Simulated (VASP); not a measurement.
# CuAu3 (Pm-3m) in VASP: a series of runs

The runs below take CuAu3 through single point, with r2SCAN.

Program: VASP 6.6.1. These are calculated values, not measurements. Logs are shortened: lines on timing, memory, paths and dates and some standing lists are left out, and cuts for length are marked.

## (1) The cell of the first run

The structure is cubic, space group Pm-3m (No. 221). The conventional cell has a = 4.011 Å, b = 4.011 Å, c = 4.011 Å, α = 90.00°, β = 90.00°, γ = 90.00°. Within 3.7 Å of Cu (site symmetry m-3m) lie 12 Au at 2.84 Å. Au (site symmetry 4/mmm) has 4 Cu at 2.84 Å and 8 Au at 2.84 Å within 3.7 Å.

## (2) Single point, r2SCAN

POSCAR reads:

```
CuAu3
1.0
    4.0109680156      0.0000000000      0.0000000000
    0.0000000000      4.0109680156      0.0000000000
    0.0000000000      0.0000000000      4.0109680156
Cu Au
1 3
Direct
    0.0000000000      0.0000000000      0.0000000000
    0.0000000000      0.5000000000      0.5000000000
    0.5000000000      0.0000000000      0.5000000000
    0.5000000000      0.5000000000      0.0000000000
```

INCAR.step1 reads:

```
ALGO = Normal
EDIFF = 1E-4
ENCUT = 520
GGA = PE
ISMEAR = 0
LASPH = True
LCHARG = False
LREAL = False
LWAVE = True
NBANDS = 30
NELM = 100
PREC = Accurate
SIGMA = 0.1
```

INCAR.step2 reads:

```
ALGO = Normal
EDIFF = 1E-6
ENCUT = 520
ISIF = 2
ISMEAR = 0
ISTART = 1
LASPH = True
LCHARG = False
LMIXTAU = True
LREAL = False
LWAVE = False
METAGGA = R2SCAN
NBANDS = 30
NELM = 100
PREC = Accurate
SIGMA = 0.1
```

KPOINTS reads:

```
k-points
0
Gamma
  10 10 10
```

Potentials or basis: VASP PAW PBE potentials, release 64 (Cu, Au).

Run with:

```bash
$ cat potpaw_PBE.64/Cu/POTCAR potpaw_PBE.64/Au/POTCAR > POTCAR
$ cp INCAR.step1 INCAR
$ mpirun -np 1 vasp_std > vasp.out
$ cp INCAR.step2 INCAR
$ mpirun -np 1 vasp_std > vasp.out
```

OUTCAR:

```text
EDIFF = 1E-6
   ENCUT = 520
   ISIF = 2
   ISMEAR = 0
   ISTART = 1
   LASPH = True
   LREAL = False
   METAGGA = R2SCAN
   NELM = 100
   PREC = Accurate

 ion  position               nearest neighbor table
   1  0.000  0.000  0.000-   2 2.84   3 2.84   4 2.84   2 2.84   3 2.84   2 2.84   4 2.84   2 2.84
                             3 2.84   4 2.84   3 2.84   4 2.84
   2  0.000  0.500  0.500-   1 2.84   3 2.84   4 2.84   1 2.84   4 2.84   1 2.84   3 2.84   1 2.84
                             3 2.84   4 2.84   4 2.84   3 2.84
   3  0.500  0.000  0.500-   1 2.84   2 2.84   4 2.84   1 2.84   4 2.84   2 2.84   4 2.84   4 2.84
                             1 2.84   2 2.84   1 2.84   2 2.84
   4  0.500  0.500  0.000-   1 2.84   2 2.84   3 2.84   2 2.84   3 2.84   1 2.84   3 2.84   3 2.84
                             1 2.84   2 2.84   2 2.84   1 2.84

  LATTYP: Found a simple cubic cell.
 ALAT       =     4.0109680156

  Lattice vectors:

 A1 = (   4.0109680156,   0.0000000000,   0.0000000000)
 A2 = (   0.0000000000,   4.0109680156,   0.0000000000)
 A3 = (   0.0000000000,   0.0000000000,   4.0109680156)

Analysis of symmetry for initial positions (statically):
=====================================================================
 Subroutine PRICEL returns:
 Original cell was already a primitive cell.

 Routine SETGRP: Setting up the symmetry group for a
 simple cubic supercell.

 Subroutine GETGRP returns: Found 48 space group operations
 (whereof 48 operations were pure point group operations)
 out of a pool of 48 trial point group operations.

The static configuration has the point symmetry O_h .

Analysis of symmetry for dynamics (positions and initial velocities):
=====================================================================
 Subroutine PRICEL returns:
 Original cell was already a primitive cell.

 Routine SETGRP: Setting up the symmetry group for a
 simple cubic supercell.

 Subroutine GETGRP returns: Found 48 space group operations
 (whereof 48 operations were pure point group operations)
 out of a pool of 48 trial point group operations.

The dynamic configuration has the point symmetry O_h .

 Subroutine INISYM returns: Found 48 space group operations
 (whereof 48 operations are pure point group operations),
 and found     1 'primitive' translations

[... 97 lines left out ...]
   NELM   =    100;   NELMIN=  2; NELMDL=  0     # of ELM steps
   EDIFF  = 0.1E-05   stopping-criterion for ELM
   LREAL  =      F    real-space projection
   EDIFFG = 0.1E-04   stopping-criterion for IOM
   NSW    =      0    number of steps for IOM
   IBRION =     -1    ionic relax: 0-MD 1-quasi-New 2-CG
   NFREE  =      0    steps in history (QN), initial steepest desc. (CG)
   ISIF   =      2    stress and relaxation
   ISYM   =      2    0-nonsym 1-usesym 2-fastsym
   POTIM  = 0.5000    time-step for ionic-motion
   TEBEG  =    0.0;   TEEND  =   0.0 temperature during run
   PSTRESS=    0.0 pullay stress
   NELECT =      44.0000    total number of electrons
   NUPDOWN=      -1.0000    fix difference up-down
   EMIN   =  10.00;   EMAX   =-10.00  energy-range for DOS
   EFERMI =   0.00;   METHOD = LEGACY
   ISMEAR =     0;   SIGMA  =   0.10  broadening in eV -4-tet -1-fermi 0-gaus
   EFERMI_NEDOS =   21; number of points for ismear=-14 and -15
   IALGO  =     38    algorithm
   IMIX   =      4    mixing-type and parameters
     AMIX     =   0.40;   BMIX     =  1.00
     AMIX_MAG =   1.60;   BMIX_MAG =  1.00
  volume/ion in A,a.u.               =      16.13       108.86
  Fermi-wavevector in a.u.,A,eV,Ry     =   1.440931  2.722965 28.249534  2.076282
  Thomas-Fermi vector in A             =   2.559620
   LORBIT       =      0    0 simple, 1 ext, 2 COOP (PROOUT), +10 PAW based schemes
   METAGGA = R2SCAN    functional components
   LHFCALC =     F    Hartree Fock is set to
   AEXX    =    0.0000 exact exchange contribution
   IVDW    =     0    specifies the selected vdW correction
   LEPSILON=     F    determine dielectric tensor
   LRPA    =     F    only Hartree local field effects (RPA)
 non-spin polarized calculation
 Gauss-broadening in eV      SIGMA  =   0.10
  energy-cutoff  :      520.00
  volume of cell :       64.53
 maximum number of plane-waves:      1771
 NGX is ok and might be reduce to    30
   NGX = 15   NGY = 15   NGZ = 15

 number of electron      44.0000026 magnetization

 Free energy of the ion-electron system (eV)
  ---------------------------------------------------
  ext. energy  EPLUGINS =         0.00000000
  ---------------------------------------------------
  free energy    TOTEN  =      -162.71285746 eV

  energy without entropy =     -162.70735713  energy(sigma->0) =     -162.71010729

 E-fermi :   8.7155     XC(G=0): -13.4669

 val. band max:        8.6924134005   @ k =   0.4000   0.4000   0.2000
 cond. band min:       8.7534171887   @ k =   0.4000   0.4000   0.3000
 fundamental gap:      0.0610037881
 Fermi energy:         8.7155377097

 k-point     1 :       0.0000    0.0000    0.0000
  band No.  band energies     occupation
      1      -1.2434      2.00000
      2       1.1581      2.00000
      3       1.9149      2.00000
      4       1.9149      2.00000
      5       1.9149      2.00000
      6       2.0645      2.00000
[... 781 lines left out ...]
     29      19.2716      0.00000
     30      19.8890      0.00000

 [... further k-points ...]

------------------------ aborting loop because EDIFF is reached ----------------------------------------

  FORCE on cell =-STRESS in cart. coord.  units (eV):
  Direction    XX          YY          ZZ          XY          YZ          ZX
  --------------------------------------------------------------------------------------
  -------------------------------------------------------------------------------------
  Total        0.1425062      0.1425062      0.1425062     -0.0000000     -0.0000000      0.0000000
  in kB        3.5383159      3.5383159      3.5383159     -0.0000000     -0.0000000      0.0000000
  external PRESSURE =       3.5383159 kB  Pullay stress =       0.0000000 kB

 VOLUME and BASIS-vectors are now :
 -----------------------------------------------------------------------------
  energy-cutoff  :      520.00
  volume of cell :       64.53
      direct lattice vectors                 reciprocal lattice vectors
     4.010968016  0.000000000  0.000000000     0.249316374  0.000000000  0.000000000
     0.000000000  4.010968016  0.000000000     0.000000000  0.249316374  0.000000000
     0.000000000  0.000000000  4.010968016     0.000000000  0.000000000  0.249316374

 POSITION                                       TOTAL-FORCE (eV/Angst)
 -----------------------------------------------------------------------------------
      0.00000      0.00000      0.00000         0.000000      0.000000      0.000000
      0.00000      2.00548      2.00548         0.000000      0.000000      0.000000
      2.00548      0.00000      2.00548         0.000000      0.000000      0.000000
      2.00548      2.00548      0.00000         0.000000      0.000000      0.000000
 -----------------------------------------------------------------------------------
    total drift:                                0.000000      0.000000     -0.000000

  FREE ENERGIE OF THE ION-ELECTRON SYSTEM (eV)
  ---------------------------------------------------
  free  energy   TOTEN  =      -162.7128574585 eV

  energy  without entropy=     -162.7073571287  energy(sigma->0) =     -162.71010729
```

OUTCAR.step1:

```text
EDIFF = 1E-4
   ENCUT = 520
   GGA = PE
   ISMEAR = 0
[... 1025 lines left out ...]
      0.00000      0.00000      0.00000         0.000000      0.000000      0.000000
      0.00000      2.00548      2.00548         0.000000      0.000000      0.000000
      2.00548      0.00000      2.00548         0.000000      0.000000      0.000000
      2.00548      2.00548      0.00000         0.000000      0.000000      0.000000
 -----------------------------------------------------------------------------------
    total drift:                                0.000000      0.000000     -0.000000

  FREE ENERGIE OF THE ION-ELECTRON SYSTEM (eV)
  ---------------------------------------------------
  free  energy   TOTEN  =       -13.4743006781 eV

  energy  without entropy=      -13.4672573448  energy(sigma->0) =      -13.47077901
```

OSZICAR.step1:

```text
N       E                     dE             d eps       ncg     rms          rms(c)
DAV:   1     0.361890105622E+03    0.36189E+03   -0.21579E+04  3446   0.180E+03
DAV:   2     0.721027324659E+01   -0.35468E+03   -0.33021E+03  3548   0.391E+02
DAV:   3    -0.144855626216E+02   -0.21696E+02   -0.20852E+02  3774   0.100E+02
DAV:   4    -0.148971103982E+02   -0.41155E+00   -0.41088E+00  3810   0.128E+01
DAV:   5    -0.149099061437E+02   -0.12796E-01   -0.12795E-01  4708   0.241E+00    0.169E+01
DAV:   6    -0.138758240316E+02    0.10341E+01   -0.81982E+00  4694   0.545E+01    0.916E+00
DAV:   7    -0.137669663520E+02    0.10886E+00   -0.38006E+00  3986   0.834E+01    0.101E+01
DAV:   8    -0.134839267991E+02    0.28304E+00   -0.32816E+00  4650   0.245E+01    0.392E+00
DAV:   9    -0.134855067893E+02   -0.15800E-02   -0.19187E-01  4428   0.109E+01    0.857E-01
DAV:  10    -0.134745362287E+02    0.10971E-01   -0.82569E-02  4000   0.663E+00    0.155E-01
DAV:  11    -0.134743225654E+02    0.21366E-03   -0.26982E-03  4466   0.991E-01    0.542E-02
DAV:  12    -0.134743006781E+02    0.21887E-04   -0.25270E-04  2572   0.369E-01
   1 F= -.13474301E+02 E0= -.13470779E+02  d E =-.704333E-02
```

Wall time 6.5 min (1 thread of Intel Xeon 8259CL, shared host); peak memory 0.24 GiB.

Results:

```yaml
Free_energy: -162.7129 eV
Pressure: 0.4 GPa
Band_gap_on_the_k_mesh: zero (bands 22 and 23 overlap by 2.05 eV)
```

Caveat: the PAW data sets were made with another functional, which shifts forces and pressure a little; spin-orbit coupling is left out, which moves the levels of the heavy elements.

## (3) Single point, r2SCAN (17.75 Å³/atom)

This run uses another cell than the first one, of 17.75 Å³/atom.

POSCAR reads:

```
CuAu3
1.0
    4.1404425262      0.0000000000      0.0000000000
    0.0000000000      4.1404425262      0.0000000000
    0.0000000000      0.0000000000      4.1404425262
Cu Au
1 3
Direct
    0.0000000000      0.0000000000      0.0000000000
    0.0000000000      0.5000000000      0.5000000000
    0.5000000000      0.0000000000      0.5000000000
    0.5000000000      0.5000000000      0.0000000000
```

INCAR.step1 reads:

```
SYSTEM = CuAu3
PREC = Accurate
ENCUT = 520
ISMEAR = 0
SIGMA = 0.1
LREAL = .False.
LASPH = .True.
NELM = 80
NBANDS = 30
GGA = PE
ALGO = Normal
EDIFF = 1E-4
LWAVE = .True.
LCHARG = .False.
```

INCAR.step2 reads:

```
SYSTEM = CuAu3
PREC = Accurate
ENCUT = 520
EDIFF = 1E-7
ISMEAR = 0
SIGMA = 0.1
LREAL = .False.
LASPH = .True.
NELM = 80
ALGO = Normal
ISIF = 2
LWAVE = .False.
LCHARG = .False.
METAGGA = R2SCAN
LMIXTAU = .True.
NBANDS = 30
ISTART = 1
```

KPOINTS reads:

```
Automatic mesh
0
Gamma
  10 10 10
  0 0 0
```

Potentials or basis: VASP PAW PBE potentials, release 64 (Cu, Au).

Run with:

```bash
$ cat potpaw_PBE.64/Cu/POTCAR potpaw_PBE.64/Au/POTCAR > POTCAR
$ cp INCAR.step1 INCAR
$ mpirun -np 1 vasp_std > vasp.out
$ cp INCAR.step2 INCAR
$ mpirun -np 1 vasp_std > vasp.out
```

OUTCAR:

```text
SYSTEM = CuAu3
   PREC = Accurate
   ENCUT = 520
   EDIFF = 1E-7
   ISMEAR = 0
   LREAL = .False.
   LASPH = .True.
   NELM = 80
   ISIF = 2
   METAGGA = R2SCAN
   ISTART = 1

 ion  position               nearest neighbor table
   1  0.000  0.000  0.000-   2 2.93   3 2.93   4 2.93   2 2.93   3 2.93   2 2.93   4 2.93   2 2.93
                             3 2.93   4 2.93   3 2.93   4 2.93
   2  0.000  0.500  0.500-   1 2.93   3 2.93   4 2.93   1 2.93   4 2.93   1 2.93   3 2.93   1 2.93
                             3 2.93   4 2.93   4 2.93   3 2.93
   3  0.500  0.000  0.500-   1 2.93   2 2.93   4 2.93   1 2.93   4 2.93   2 2.93   4 2.93   4 2.93
                             1 2.93   2 2.93   1 2.93   2 2.93
   4  0.500  0.500  0.000-   1 2.93   2 2.93   3 2.93   2 2.93   3 2.93   1 2.93   3 2.93   3 2.93
                             1 2.93   2 2.93   2 2.93   1 2.93

  LATTYP: Found a simple cubic cell.
 ALAT       =     4.1404425262

  Lattice vectors:

 A1 = (   4.1404425262,   0.0000000000,   0.0000000000)
 A2 = (   0.0000000000,   4.1404425262,   0.0000000000)
 A3 = (   0.0000000000,   0.0000000000,   4.1404425262)

Analysis of symmetry for initial positions (statically):
=====================================================================
 Subroutine PRICEL returns:
 Original cell was already a primitive cell.

 Routine SETGRP: Setting up the symmetry group for a
 simple cubic supercell.

 Subroutine GETGRP returns: Found 48 space group operations
 (whereof 48 operations were pure point group operations)
 out of a pool of 48 trial point group operations.

The static configuration has the point symmetry O_h .

Analysis of symmetry for dynamics (positions and initial velocities):
=====================================================================
 Subroutine PRICEL returns:
 Original cell was already a primitive cell.

 Routine SETGRP: Setting up the symmetry group for a
 simple cubic supercell.

 Subroutine GETGRP returns: Found 48 space group operations
[... 128 lines left out ...]
  volume/ion in A,a.u.               =      17.75       119.75
  Fermi-wavevector in a.u.,A,eV,Ry     =   1.395872  2.637816 26.510393  1.948459
  Thomas-Fermi vector in A             =   2.519282
   LORBIT       =      0    0 simple, 1 ext, 2 COOP (PROOUT), +10 PAW based schemes
   METAGGA = R2SCAN    functional components
   LHFCALC =     F    Hartree Fock is set to
   AEXX    =    0.0000 exact exchange contribution
   IVDW    =     0    specifies the selected vdW correction
   LEPSILON=     F    determine dielectric tensor
   LRPA    =     F    only Hartree local field effects (RPA)
 non-spin polarized calculation
 Gauss-broadening in eV      SIGMA  =   0.10
  energy-cutoff  :      520.00
  volume of cell :       70.98
 maximum number of plane-waves:      1936
 NGX is ok and might be reduce to    32
   NGX = 15   NGY = 15   NGZ = 15

 number of electron      43.9999972 magnetization

 Free energy of the ion-electron system (eV)
  ---------------------------------------------------
  ext. energy  EPLUGINS =         0.00000000
  ---------------------------------------------------
  free energy    TOTEN  =      -162.47207761 eV

  energy without entropy =     -162.46721930  energy(sigma->0) =     -162.46964845

 E-fermi :   7.2927     XC(G=0): -12.8105

 val. band max:        7.2180457458   @ k =   0.4000   0.4000   0.2000
 cond. band min:       7.3372858966   @ k =   0.3000   0.3000   0.0000
 fundamental gap:      0.1192401508
 Fermi energy:         7.2927149210

 k-point     1 :       0.0000    0.0000    0.0000
  band No.  band energies     occupation
      1      -1.6837      2.00000
      2       0.6338      2.00000
      3       1.2729      2.00000
      4       1.2729      2.00000
      5       1.2729      2.00000
      6       1.4068      2.00000
[... 781 lines left out ...]
     29      17.2176      0.00000
     30      17.9516      0.00000

 [... further k-points ...]

------------------------ aborting loop because EDIFF is reached ----------------------------------------

  FORCE on cell =-STRESS in cart. coord.  units (eV):
  Direction    XX          YY          ZZ          XY          YZ          ZX
  --------------------------------------------------------------------------------------
  -------------------------------------------------------------------------------------
  Total       -4.9332920     -4.9332920     -4.9332920      0.0000000      0.0000000      0.0000000
  in kB     -111.3543324   -111.3543324   -111.3543324      0.0000000      0.0000000      0.0000000
  external PRESSURE =    -111.3543324 kB  Pullay stress =       0.0000000 kB

 VOLUME and BASIS-vectors are now :
 -----------------------------------------------------------------------------
  energy-cutoff  :      520.00
  volume of cell :       70.98
      direct lattice vectors                 reciprocal lattice vectors
     4.140442526  0.000000000  0.000000000     0.241520078  0.000000000  0.000000000
     0.000000000  4.140442526  0.000000000     0.000000000  0.241520078  0.000000000
     0.000000000  0.000000000  4.140442526     0.000000000  0.000000000  0.241520078

 POSITION                                       TOTAL-FORCE (eV/Angst)
 -----------------------------------------------------------------------------------
      0.00000      0.00000      0.00000         0.000000      0.000000      0.000000
      0.00000      2.07022      2.07022         0.000000      0.000000      0.000000
      2.07022      0.00000      2.07022         0.000000      0.000000      0.000000
      2.07022      2.07022      0.00000         0.000000      0.000000      0.000000
 -----------------------------------------------------------------------------------
    total drift:                                0.000000     -0.000000     -0.000000

  FREE ENERGIE OF THE ION-ELECTRON SYSTEM (eV)
  ---------------------------------------------------
  free  energy   TOTEN  =      -162.4720776073 eV

  energy  without entropy=     -162.4672193002  energy(sigma->0) =     -162.46964845
```

OUTCAR.step1:

```text
SYSTEM = CuAu3
   PREC = Accurate
   ENCUT = 520
   ISMEAR = 0
   LREAL = .False.
   LASPH = .True.
[... 1025 lines left out ...]
      0.00000      2.07022      2.07022         0.000000      0.000000      0.000000
      2.07022      0.00000      2.07022         0.000000      0.000000      0.000000
      2.07022      2.07022      0.00000         0.000000      0.000000      0.000000
 -----------------------------------------------------------------------------------
    total drift:                                0.000000     -0.000000     -0.000000

  FREE ENERGIE OF THE ION-ELECTRON SYSTEM (eV)
  ---------------------------------------------------
  free  energy   TOTEN  =       -13.3739901168 eV

  energy  without entropy=      -13.3688984080  energy(sigma->0) =      -13.37144426
```

OSZICAR.step1:

```text
N       E                     dE             d eps       ncg     rms          rms(c)
DAV:   1     0.354304870071E+03    0.35430E+03   -0.21380E+04  3376   0.174E+03
DAV:   2     0.696742832819E+01   -0.34734E+03   -0.32160E+03  3632   0.380E+02
DAV:   3    -0.143205559813E+02   -0.21288E+02   -0.20328E+02  3766   0.975E+01
DAV:   4    -0.147229356339E+02   -0.40238E+00   -0.40169E+00  3870   0.124E+01
DAV:   5    -0.147349346248E+02   -0.11999E-01   -0.11998E-01  4572   0.235E+00    0.135E+01
DAV:   6    -0.139659152554E+02    0.76902E+00   -0.11587E+01  4648   0.609E+01    0.799E+00
DAV:   7    -0.134816126477E+02    0.48430E+00   -0.34903E+00  3908   0.870E+01    0.761E+00
DAV:   8    -0.133782514590E+02    0.10336E+00   -0.13116E+00  4682   0.157E+01    0.352E+00
DAV:   9    -0.133834422520E+02   -0.51908E-02   -0.11249E-01  4610   0.728E+00    0.790E-01
DAV:  10    -0.133742088593E+02    0.92334E-02   -0.71692E-02  4092   0.565E+00    0.142E-01
DAV:  11    -0.133739833173E+02    0.22554E-03   -0.26189E-03  4210   0.108E+00    0.264E-02
DAV:  12    -0.133739901168E+02   -0.67995E-05   -0.12427E-04  2416   0.138E-01
   1 F= -.13373990E+02 E0= -.13371444E+02  d E =-.509171E-02
```

It took 5.4 min on 1 thread of Intel Xeon 8259CL, shared host; peak memory 0.26 GiB.

What came out:

| Quantity | Value |
| --- | --- |
| Free energy | -162.4721 eV |
| Pressure | -11.1 GPa |
| Band gap on the k mesh | zero (bands 22 and 23 overlap by 1.87 eV) |

Levels at points of the mesh, in eV from the Fermi level:
```
           k point  band 19  band 20  band 21  band 22  band 23  band 24  band 25  band 26
(0.00, 0.00, 0.00)    -1.45    -1.45    -1.45     1.48     1.48     1.48     5.28     5.28
(0.50, 0.00, 0.00)    -1.94    -1.83    -1.72    -1.45     5.06     5.06     5.89     5.89
(0.50, 0.50, 0.00)    -1.98    -1.98    -0.78    -0.24    -0.24    -0.17     8.30     8.73
(0.50, 0.50, 0.50)    -1.60    -1.60    -0.41    -0.39    -0.39    -0.39     2.52     2.52
```

Caveat: the cell stands under tension; the PAW data sets were made with another functional, which shifts forces and pressure a little; spin-orbit coupling is left out, which moves the levels of the heavy elements.

(Continued in part 2 of 2.)

The gap in the log of VASP goes by the Fermi energy; the results here count the filled bands.